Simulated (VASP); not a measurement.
Runs of VASP 6.6.1 on LiOs. The structure is that of space group R-3m (No. 166), or close to it. The cells are those of the table. 

| task | cell | k mesh | cutoff (eV) | gap on the mesh (eV) | pressure (GPa) | relaxed volume (Å³/atom) |
| --- | --- | --- | --- | --- | --- | --- |
| relaxation of cell and atoms | relaxed from a = 4.881 Å, angles 35.5°, 2 atoms | 6 × 6 × 6 | 750 | none | 0.0 | 13.78 |
| single point | a = 4.848 Å, angles 31.5°, 2 atoms | 6 × 6 × 6 | 750 | none | -0.2 | - |
| relaxation of cell and atoms | relaxed from a = 4.848 Å, angles 31.5°, 2 atoms | 9 × 9 × 9 | 750 | none | 0.1 | - |
| single point | a = 4.881 Å, angles 35.5°, 2 atoms | 6 × 6 × 6 | 750 | none | (a) | - |
| relaxation of cell and atoms | relaxed from a = 4.847 Å, angles 31.5°, 2 atoms | 24 × 24 × 24 | 600 | none | 0.0 | 13.78 |
| single point | a = 4.845 Å, angles 31.5°, 2 atoms | 24 × 24 × 24 | 520 | none | - | - |
| single point | a = 4.847 Å, angles 31.5°, 2 atoms | 9 × 9 × 9 | 750 | none | -0.3 | - |

Alike in all rows: level PBE; potentials or basis VASP PAW PBE potentials, release 64 (Li_sv, Os); no spin polarisation; smearing gaussian 0.1 eV.

Estimate the missing entries.

(a) -25.3.

Caveats: some runs use coarse meshes; spin-orbit coupling is left out, which moves the levels of the heavy elements; the cutoff is under 1.25 times the usual one of these potentials, so pressure, stress and relaxed cells hold a basis-set (Pulay) error (some runs); the volume moved by over 15 % at a fixed basis, so the end points are rough (some runs); the relaxation stopped at its first step, so nothing moved (some runs).

A k mesh can miss the band edges, and the runs leave out spin-orbit coupling on Os.

A gap of «none» marks levels without a gap at the run's occupations.
